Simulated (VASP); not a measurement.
# Tl (P6_3/mmc) in VASP: further runs, part 2 of 2

VASP 6.6.1. The steps go on from the part before.

## 5. Single point, PBEsol

This run uses another cell than the first one, of 26.33 Å³/atom.

The input, INCAR:

```
  PREC = Accurate
  ENCUT = 520
  EDIFF = 1E-6
  ISMEAR = -1
  SIGMA = 0.05
  LREAL = F
  LASPH = T
  NELM = 100
  ALGO = Fast
  ISIF = 2
  LWAVE = F
  LCHARG = F
  GGA = PS
  NBANDS = 20
```

The input, KPOINTS:

```
regular mesh
0
Gamma
  8 8 4
```

The input, POSCAR:

```
Tl
1.0
    3.3177600000      0.0000000000      0.0000000000
   -1.6588800000      2.8732644437      0.0000000000
    0.0000000000      0.0000000000      5.5250000000
Tl
2
Direct
    0.6666666667      0.3333333333      0.7500000000
    0.3333333333      0.6666666667      0.2500000000
```

Potentials or basis: VASP PAW PBE potentials, release 64 (Tl_d).

On the command line:

```console
$ cat potpaw_PBE.64/Tl_d/POTCAR > POTCAR
$ mpirun -np 1 vasp_std > vasp.out
```

OUTCAR:

```text
PREC = Accurate
   ENCUT = 520
   EDIFF = 1E-6
   ISMEAR = -1
   LREAL = F
   LASPH = T
   NELM = 100
   ISIF = 2
   GGA = PS

 ion  position               nearest neighbor table
   1  0.667  0.333  0.750-   2 3.36   2 3.36   2 3.36   2 3.36   2 3.36   2 3.36
   2  0.333  0.667  0.250-   1 3.36   1 3.36   1 3.36   1 3.36   1 3.36   1 3.36

  LATTYP: Found a hexagonal cell.
 ALAT       =     3.3177600000
 C/A-ratio  =     1.6652801890

  Lattice vectors:

 A1 = (   3.3177600000,   0.0000000000,   0.0000000000)
 A2 = (  -1.6588800000,   2.8732644437,   0.0000000000)
 A3 = (   0.0000000000,   0.0000000000,   5.5250000000)

Analysis of symmetry for initial positions (statically):
=====================================================================
 Subroutine PRICEL returns:
 Original cell was already a primitive cell.

 Routine SETGRP: Setting up the symmetry group for a
 hexagonal supercell.

 Subroutine GETGRP returns: Found 24 space group operations
 (whereof 12 operations were pure point group operations)
 out of a pool of 24 trial point group operations.

[... 161 lines left out ...]
  free energy    TOTEN  =        -5.10717456 eV

  energy without entropy =       -5.08580053  energy(sigma->0) =       -5.09648755

 E-fermi :   7.3217     XC(G=0): -10.7842

 val. band max:        7.2964394943   @ k =   0.1250   0.1250   0.2500
 cond. band min:       7.3312365382   @ k =   0.2500   0.2500   0.0000
 fundamental gap:      0.0347970439
 Fermi energy:         7.3216591897

 k-point     1 :       0.0000    0.0000    0.0000
  band No.  band energies     occupation
      1      -4.6832      2.00000
      2      -4.4035      2.00000
      3      -4.3316      2.00000
      4      -4.3316      2.00000
      5      -4.2727      2.00000
      6      -4.2727      2.00000
[... 541 lines left out ...]
     19      16.6892      0.00000
     20      16.6892      0.00000

 [... further k-points ...]

------------------------ aborting loop because EDIFF is reached ----------------------------------------

  FORCE on cell =-STRESS in cart. coord.  units (eV):
  Direction    XX          YY          ZZ          XY          YZ          ZX
  --------------------------------------------------------------------------------------
  -------------------------------------------------------------------------------------
  Total        1.1262203      1.1262203      1.8035767      0.0000000      0.0000000      0.0000000
  in kB       34.2595038     34.2595038     54.8646159      0.0000000      0.0000000      0.0000000
  external PRESSURE =      41.1278745 kB  Pullay stress =       0.0000000 kB

 VOLUME and BASIS-vectors are now :
 -----------------------------------------------------------------------------
  energy-cutoff  :      520.00
  volume of cell :       52.67
      direct lattice vectors                 reciprocal lattice vectors
     3.317760000  0.000000000  0.000000000     0.301408179  0.174018093  0.000000000
    -1.658880000  2.873264444  0.000000000     0.000000000  0.348036187  0.000000000
     0.000000000  0.000000000  5.525000000     0.000000000  0.000000000  0.180995475

 POSITION                                       TOTAL-FORCE (eV/Angst)
 -----------------------------------------------------------------------------------
      1.65888      0.95775      4.14375        -0.000000      0.000000      0.000000
     -0.00000      1.91551      1.38125         0.000000     -0.000000      0.000000
 -----------------------------------------------------------------------------------
    total drift:                               -0.000000      0.000000      0.000000

  FREE ENERGIE OF THE ION-ELECTRON SYSTEM (eV)
  ---------------------------------------------------
  free  energy   TOTEN  =        -5.1071745636 eV

  energy  without entropy=       -5.0858005283  energy(sigma->0) =       -5.09648755
```

OSZICAR:

```text
N       E                     dE             d eps       ncg     rms          rms(c)
DAV:   1     0.133870152376E+03    0.13387E+03   -0.14374E+04  1208   0.124E+03
DAV:   2    -0.251253642916E+01   -0.13638E+03   -0.13355E+03  1312   0.283E+02
DAV:   3    -0.518131667689E+01   -0.26688E+01   -0.26466E+01  1388   0.346E+01
DAV:   4    -0.519688307262E+01   -0.15566E-01   -0.15565E-01  1276   0.289E+00
DAV:   5    -0.519707866954E+01   -0.19560E-03   -0.19560E-03  1356   0.324E-01    0.406E+00
RMM:   6    -0.512158909809E+01    0.75490E-01   -0.11666E-01  1204   0.229E+00    0.272E+00
RMM:   7    -0.510880294560E+01    0.12786E-01   -0.65751E-02  1224   0.186E+00    0.870E-01
RMM:   8    -0.510717335627E+01    0.16296E-02   -0.72015E-03  1242   0.568E-01    0.796E-02
RMM:   9    -0.510717528884E+01   -0.19326E-05   -0.25166E-04  1326   0.130E-01    0.324E-02
RMM:  10    -0.510717391095E+01    0.13779E-05   -0.36739E-05  1318   0.511E-02    0.221E-03
RMM:  11    -0.510717456359E+01   -0.65263E-06   -0.85099E-06  1062   0.204E-02
   1 F= -.51071746E+01 E0= -.50964875E+01  d E =-.213740E-01
```

stdout:

```text
POSCAR found type information on POSCAR Tl
 POSCAR found :  1 types and       2 ions
 scaLAPACK will be used
 -----------------------------------------------------------------------------
|                                                                             |
|                                                                             |
|     You enforced a specific xc type in the INCAR file but a different       |
|     I HOPE YOU KNOW WHAT YOU ARE DOING!                                     |
|                                                                             |
 -----------------------------------------------------------------------------

 LDA part: xc-table for (Slater+PW92), standard interpolation
 POSCAR, INCAR and KPOINTS ok, starting setup
 FFT: planning ... GRIDC
 FFT: planning ... GRID_SOFT
 FFT: planning ... GRID
 WAVECAR not read
 entering main loop
```

Wall time 40 s (1 thread of Intel Xeon 8259CL, shared host); peak memory 0.18 GiB.

What came out:

```yaml
Free_energy: -5.1072 eV
Pressure: 4.1 GPa
Band_gap_on_the_k_mesh: zero (bands 13 and 14 overlap by 5.97 eV)
```

Caveat: the cell stands under pressure; the PAW data sets were made with another functional, which shifts forces and pressure a little; spin-orbit coupling is left out, which moves the levels of the heavy elements.

## 6. Single point, PBEsol

This run uses another cell than the first one, of 27.44 Å³/atom.

The input, INCAR:

```
SYSTEM = Tl
PREC = Accurate
ENCUT = 520
EDIFF = 1E-6
ISMEAR = -1
SIGMA = 0.05
LREAL = .FALSE.
LASPH = .TRUE.
NELM = 60
ALGO = Normal
ISIF = 2
LWAVE = .FALSE.
LCHARG = .TRUE.
GGA = PS
LELF = .TRUE.
LVHAR = .TRUE.
NBANDS = 20
```

The input, KPOINTS:

```
Automatic mesh
0
G
  8 8 4
  0 0 0
```

The input, POSCAR:

```
Tl
1.0
    3.3868800000      0.0000000000      0.0000000000
   -1.6934400000      2.9331241196      0.0000000000
    0.0000000000      0.0000000000      5.5250000000
Tl
2
Direct
    0.6666666667      0.3333333333      0.7500000000
    0.3333333333      0.6666666667      0.2500000000
```

Potentials or basis: VASP PAW PBE potentials, release 64 (Tl_d).

On the command line:

```console
$ cat potpaw_PBE.64/Tl_d/POTCAR > POTCAR
$ mpirun -np 1 vasp_std > vasp.out
```

OUTCAR:

```text
SYSTEM = Tl
   PREC = Accurate
   ENCUT = 520
   EDIFF = 1E-6
   ISMEAR = -1
   LREAL = .FALSE.
   LASPH = .TRUE.
   NELM = 60
   ISIF = 2
   GGA = PS

 ion  position               nearest neighbor table
   1  0.667  0.333  0.750-   2 3.38   2 3.38   2 3.38   2 3.38   2 3.38   2 3.38
   2  0.333  0.667  0.250-   1 3.38   1 3.38   1 3.38   1 3.38   1 3.38   1 3.38

  LATTYP: Found a hexagonal cell.
 ALAT       =     3.3868800000
 C/A-ratio  =     1.6312948791

  Lattice vectors:

 A1 = (   3.3868800000,   0.0000000000,   0.0000000000)
 A2 = (  -1.6934400000,   2.9331241196,   0.0000000000)
 A3 = (   0.0000000000,   0.0000000000,   5.5250000000)

Analysis of symmetry for initial positions (statically):
=====================================================================
 Subroutine PRICEL returns:
 Original cell was already a primitive cell.

 Routine SETGRP: Setting up the symmetry group for a
 hexagonal supercell.

 Subroutine GETGRP returns: Found 24 space group operations
 (whereof 12 operations were pure point group operations)
 out of a pool of 24 trial point group operations.

The static configuration has the point symmetry D_3d.
 The point group associated with its full space group is D_6h.

Analysis of symmetry for dynamics (positions and initial velocities):
=====================================================================
 Subroutine PRICEL returns:
 Original cell was already a primitive cell.

 Routine SETGRP: Setting up the symmetry group for a
 hexagonal supercell.

 Subroutine GETGRP returns: Found 24 space group operations
 (whereof 12 operations were pure point group operations)
 out of a pool of 24 trial point group operations.

The dynamic configuration has the point symmetry D_3d.
 The point group associated with its full space group is D_6h.

 Subroutine INISYM returns: Found 24 space group operations
 (whereof 12 operations are pure point group operations),
 and found     1 'primitive' translations

[... 108 lines left out ...]
   EFERMI =   0.00;   METHOD = LEGACY
   ISMEAR =    -1;   SIGMA  =   0.05  broadening in eV -4-tet -1-fermi 0-gaus
   EFERMI_NEDOS =   21; number of points for ismear=-14 and -15
   IALGO  =     38    algorithm
   IMIX   =      4    mixing-type and parameters
     AMIX     =   0.40;   BMIX     =  1.00
     AMIX_MAG =   1.60;   BMIX_MAG =  1.00
  volume/ion in A,a.u.               =      27.44       185.19
  Fermi-wavevector in a.u.,A,eV,Ry     =   1.276180  2.411630 22.158913  1.628634
  Thomas-Fermi vector in A             =   2.408850
   LORBIT       =      0    0 simple, 1 ext, 2 COOP (PROOUT), +10 PAW based schemes
   GGA     = PS    functional components
   LHFCALC =     F    Hartree Fock is set to
   AEXX    =    0.0000 exact exchange contribution
   IVDW    =     0    specifies the selected vdW correction
   LEPSILON=     F    determine dielectric tensor
   LRPA    =     F    only Hartree local field effects (RPA)
 non-spin polarized calculation
  energy-cutoff  :      520.00
  volume of cell :       54.89
 maximum number of plane-waves:      1496
 NGX is ok and might be reduce to    28
   NGX = 13   NGY = 13   NGZ = 21

 number of electron      26.0000002 magnetization

 Free energy of the ion-electron system (eV)
  ---------------------------------------------------
  ext. energy  EPLUGINS =         0.00000000
  ---------------------------------------------------
  free energy    TOTEN  =        -5.14560877 eV

  energy without entropy =       -5.12330125  energy(sigma->0) =       -5.13445501

 E-fermi :   6.8585     XC(G=0): -10.5726

 val. band max:        6.8436230506   @ k =   0.2500   0.1250   0.2500
 cond. band min:       6.8719039753   @ k =   0.3750   0.0000   0.0000
 fundamental gap:      0.0282809247
 Fermi energy:         6.8584619987

 k-point     1 :       0.0000    0.0000    0.0000
  band No.  band energies     occupation
      1      -5.0205      2.00000
      2      -4.7649      2.00000
      3      -4.7198      2.00000
      4      -4.7198      2.00000
      5      -4.6630      2.00000
      6      -4.6630      2.00000
[... 541 lines left out ...]
     19      15.9024      0.00000
     20      15.9024      0.00000

 [... further k-points ...]

------------------------ aborting loop because EDIFF is reached ----------------------------------------

  FORCE on cell =-STRESS in cart. coord.  units (eV):
  Direction    XX          YY          ZZ          XY          YZ          ZX
  --------------------------------------------------------------------------------------
  -------------------------------------------------------------------------------------
  Total        0.6910892      0.6910892      0.7751957     -0.0000000     -0.0000000      0.0000000
  in kB       20.1735413     20.1735413     22.6286904     -0.0000000     -0.0000000      0.0000000
  external PRESSURE =      20.9919243 kB  Pullay stress =       0.0000000 kB

 VOLUME and BASIS-vectors are now :
 -----------------------------------------------------------------------------
  energy-cutoff  :      520.00
  volume of cell :       54.89
      direct lattice vectors                 reciprocal lattice vectors
     3.386880000  0.000000000  0.000000000     0.295256992  0.170466704  0.000000000
    -1.693440000  2.933124120  0.000000000     0.000000000  0.340933407  0.000000000
     0.000000000  0.000000000  5.525000000     0.000000000  0.000000000  0.180995475

 POSITION                                       TOTAL-FORCE (eV/Angst)
 -----------------------------------------------------------------------------------
      1.69344      0.97771      4.14375        -0.000000     -0.000000      0.000000
     -0.00000      1.95542      1.38125         0.000000      0.000000      0.000000
 -----------------------------------------------------------------------------------
    total drift:                               -0.000000      0.000000      0.000000

  FREE ENERGIE OF THE ION-ELECTRON SYSTEM (eV)
  ---------------------------------------------------
  free  energy   TOTEN  =        -5.1456087693 eV

  energy  without entropy=       -5.1233012524  energy(sigma->0) =       -5.13445501
```

It took 48 s on 1 thread of Intel Xeon 8259CL, shared host; peak memory 0.18 GiB.

Results:

* Free energy: -5.1456 eV
* Pressure: 2.1 GPa
* Band gap on the k mesh: zero (bands 13 and 14 overlap by 5.80 eV)

Stress tensor (GPa, compression positive):
```
2.02 0.00 0.00
0.00 2.02 0.00
0.00 0.00 2.26
```

Caveat: the PAW data sets were made with another functional, which shifts forces and pressure a little; spin-orbit coupling is left out, which moves the levels of the heavy elements.

## 7. Summary

```csv
cell,k mesh,gap on the mesh (eV),pressure (GPa)
"a = 3.491, b = 3.491, c = 5.525 Å, angles 90.0, 90.0, 120.0°, 2 atoms",7 × 7 × 4,none,-0.6
"a = 3.525, b = 3.525, c = 5.525 Å, angles 90.0, 90.0, 120.0°, 2 atoms",7 × 7 × 4,none,-1.2
"a = 3.594, b = 3.594, c = 5.525 Å, angles 90.0, 90.0, 120.0°, 2 atoms",7 × 7 × 4,none,-2.2
"a = 3.318, b = 3.318, c = 5.525 Å, angles 90.0, 90.0, 120.0°, 2 atoms",8 × 8 × 4,none,4.1
"a = 3.387, b = 3.387, c = 5.525 Å, angles 90.0, 90.0, 120.0°, 2 atoms",8 × 8 × 4,none,2.1
```

Alike in all rows: task single point; level PBEsol; potentials or basis VASP PAW PBE potentials, release 64 (Tl_d); no spin polarisation; cutoff (eV) 520; smearing fermi-dirac 0.05 eV.

Caveats: the PAW data sets were made with another functional, which shifts forces and pressure a little; spin-orbit coupling is left out, which moves the levels of the heavy elements; the cell stands under pressure (at least some runs).

Absolute energies hang on the potentials; compare differences alone.
